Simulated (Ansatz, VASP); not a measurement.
CaF2 in VASP and in Ansatz

```
Ca F
1.0
     0.00000    2.73100    2.73100
     2.73100    0.00000    2.73100
     2.73100    2.73100    0.00000
Ca F
1 2
Direct
  0.00000 0.00000 0.00000
  0.25000 0.25000 0.25000
  0.75000 0.75000 0.75000
```

Alike in both runs: task single point; functional LDA; k mesh 6 × 6 × 6; no spin polarisation.

```csv
,VASP,Ansatz
version,VASP 6.6.1,Ansatz 0.2.0
potentials or method,"VASP PAW LDA potentials, release 64 (Ca_sv, F), cutoff 600 eV","plane waves, PAW"
occupations,"gaussian, width 0.01 eV",fixed
valence electrons in the cell,24,24
```

```csv
,VASP,Ansatz,Ansatz less VASP
pressure (GPa),-6.2,-6.4,-0.29
```

LDA's correlation is that of Perdew and Zunger in VASP and of Perdew and Wang (1992) in Ansatz.
